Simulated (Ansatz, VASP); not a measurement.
# LiH: VASP beside Ansatz

```
Li H
1.0
     0.00000    1.94070    1.94070
     1.94070    0.00000    1.94070
     1.94070    1.94070    0.00000
Li H
1 1
Direct
  0.00000 0.00000 0.00000
  0.50000 0.50000 0.50000
```

Change from the starting cell: hydrostatic strain -3.1%.

Alike in both runs: task single point; functional PBE; k mesh 10 × 10 × 10; occupations fermi-dirac, width 0.02 eV; no spin polarisation.

|  | VASP | Ansatz |
| --- | --- | --- |
| version | VASP 6.6.1 | Ansatz 0.2.0 |
| potentials or method | VASP PAW PBE potentials, release 64 (Li_sv, H) | plane waves, PAW |
| plane-wave cutoff (eV) | 520 | 420 |
| valence electrons in the cell | 4 | 4 |

Ansatz gave:

| Quantity | Value |
| --- | --- |
| gap on the k mesh at the Fermi level (eV) | 2.91 |

**Question.** Which values does VASP return?

**Answer.** gap on the k mesh at the Fermi level (eV): 2.90.

Noted on VASP's run: the cutoff is short for stress, so the pressure is rough.
